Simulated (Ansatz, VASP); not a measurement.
## TaN: VASP beside Ansatz

```
Ta N
1.0
     0.26898    2.29037    2.29037
     2.29037    0.26898    2.29037
     2.29037    2.29037    0.26898
Ta N
1 1
Direct
  0.50000 0.50000 0.50000
  0.00000 0.00000 0.00000
```

Alike in both runs: task single point; functional PBEsol; k mesh 20 × 20 × 20; occupations gaussian, width 0.15 eV; no spin polarisation.

|  | VASP | Ansatz |
| --- | --- | --- |
| version | VASP 6.6.1 | Ansatz 0.2.0 |
| potentials or method | VASP PAW PBE potentials, release 64 (Ta_sv_GW, N), cutoff 700 eV | scalar-relativistic, plane waves, PAW |
| valence electrons in the cell | 18 | 18 |

|  | VASP | Ansatz | Ansatz less VASP |
| --- | --- | --- | --- |
| gap on the k mesh at the Fermi level (eV) | none | none | - |
| pressure (GPa) | 23.8 | 23.4 | -0.42 |
| traceless stress, the component that is largest in VASP (GPa) | -7.11 | -7.22 | -0.113 |

VASP's potentials were made for PBE, not for PBEsol, and Ansatz warns of the same on its side. A gap of «none» marks a metal or a gap that the smearing closes. With one functional, cell and mesh, what is left measures potentials, basis and numerics.

Neither program's run includes spin-orbit coupling.
